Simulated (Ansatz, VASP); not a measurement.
## NiO in VASP and in Ansatz

File INCAR:

```
  ALGO = Normal
  EDIFF = 1E-6
  ENCUT = 700
  GGA = PE
  GGA_COMPAT = F
  ISIF = 2
  ISMEAR = -1
  ISPIN = 2
  LASPH = T
  LCHARG = T
  LDAU = T
  LDAUJ = 0 0
  LDAUL = 2 -1
  LDAUPRINT = 1
  LDAUTYPE = 2
  LDAUU = 4 0
  LELF = T
  LMAXMIX = 4
  LORBIT = 11
  LREAL = F
  LVHAR = T
  LWAVE = F
  MAGMOM = 1 0
  NBANDS = 23
  NELM = 200
  PREC = Accurate
  SIGMA = 0.05
```

Contents of KPOINTS:

```
k-points
0
Gamma
  11 11 11
```

File POSCAR:

```
NiO
1.0
    0.0000000000      2.0913095100      2.0913095100
    2.0913095100      0.0000000000      2.0913095100
    2.0913095100      2.0913095100      0.0000000000
Ni O
1 1
Direct
    0.0000000000      0.0000000000      0.0000000000
    0.5000000000      0.5000000000      0.5000000000
```

input.yaml

```yaml
crystal:
  lattice:
    - [0.0, 2.09130951, 2.09130951]
    - [2.09130951, 0.0, 2.09130951]
    - [2.09130951, 2.09130951, 0.0]
  atoms:
    - { symbol: Ni, position: [0.0, 0.0, 0.0], spin: 1.0 }
    - { symbol: O, position: [0.5, 0.5, 0.5] }
hamiltonian:
  xc: pbe
  pseudopotentials: { kind: paw }
  hubbard: { sites: [{ species: Ni, l: d, u_eff: 4.0 }] }
magnetization:
  spin_polarized: true
kpoints:
  mp_grid: { grid: [11, 11, 11] }
  band_path:
    path:
      - [[0.0, 0.0, 0.0], [0.5, 0.0, 0.5], [0.5, 0.25, 0.75], [0.375, 0.375, 0.75], [0.0, 0.0, 0.0], [0.5, 0.5, 0.5], [0.625, 0.25, 0.625], [0.5, 0.25, 0.75], [0.5, 0.5, 0.5], [0.375, 0.375, 0.75]]
      - [[0.625, 0.25, 0.625], [0.5, 0.0, 0.5]]
    npoints: 14
scf:
  occupations: { method: fermi_dirac, width: 0.05 }
  n_extra_bands: 6
output:
  forces: true
  stress: true
  eigenvalues: true
  fatbands: true
```

Alike in both runs: functional PBE; k mesh 11 × 11 × 11; occupations fermi-dirac, width 0.05 eV; collinear spin; Hubbard terms Ni d U = 4.0 eV.

```csv
,VASP,Ansatz
version,VASP 6.6.1,Ansatz 0.2.0
potentials or method,"VASP PAW PBE potentials, release 64 (Ni_sv_GW, O)",Ansatz PAW
plane-wave cutoff (eV),700,420
valence electrons in the cell,24,24
task,single point,band structure
```

Ansatz gave:

| Item | Value |
| --- | --- |
| gap on the k mesh at the Fermi level (eV) | 1.27 |
| least direct gap on the mesh (eV) | 2.04 |
| pressure (GPa) | 10.5 |
| net moment per atom (μB) | 1.00 |
| size of the moment on the site where the two differ most (μB) | 1.68 |

Task: What did VASP give for the same quantities?

Result: gap on the k mesh at the Fermi level (eV): 1.55; least direct gap on the mesh (eV): 2.33; pressure (GPa): 8.5; net moment per atom (μB): 1.00; size of the moment on the site where the two differ most (μB): 1.74.

Site moments also hang on the region over which each program counts them. The programs project onto different local orbitals, so the same U acts differently, and such runs can settle in different states.

Noted on Ansatz's run: the magnetic or orbital state may not be the lowest.
